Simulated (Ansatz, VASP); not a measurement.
## KMgF3: VASP beside Ansatz

```xyz
5
Lattice="3.9859 0.0000 0.0000 0.0000 3.9859 0.0000 0.0000 0.0000 3.9859" Properties=species:S:1:pos:R:3 pbc="T T T"
K     1.9929    1.9929    1.9929
Mg    0.0000    0.0000    0.0000
F     0.0000    0.0000    1.9929
F     0.0000    1.9929    0.0000
F     1.9929    0.0000    0.0000
```

Alike in both runs: functional LDA; k mesh 7 × 7 × 7; occupations fermi-dirac, width 0.05 eV; no spin polarisation.

|  | VASP | Ansatz |
| --- | --- | --- |
| version | VASP 6.6.1 | Ansatz 0.2.0 |
| potentials or method | VASP PAW LDA potentials, release 64 (K_sv, Mg, F) | Ansatz PAW |
| plane-wave cutoff (eV) | 520 | 420 |
| valence electrons in the cell | 32 | 40 |
| task | single point | band structure |

|  | VASP | Ansatz | Ansatz less VASP |
| --- | --- | --- | --- |
| gap on the k mesh at the Fermi level (eV) | 6.99 | 7.02 | +0.028 |
| least direct gap on the mesh (eV) | 7.28 | 7.31 | +0.026 |
| pressure (GPa) | -5.3 | -4.5 | +0.79 |

LDA's correlation is that of Perdew and Zunger in VASP and of Perdew and Wang (1992) in Ansatz. VASP's potentials hold 32 valence electrons a cell and Ansatz's 40, so a difference there can come from the potentials and not from the codes.
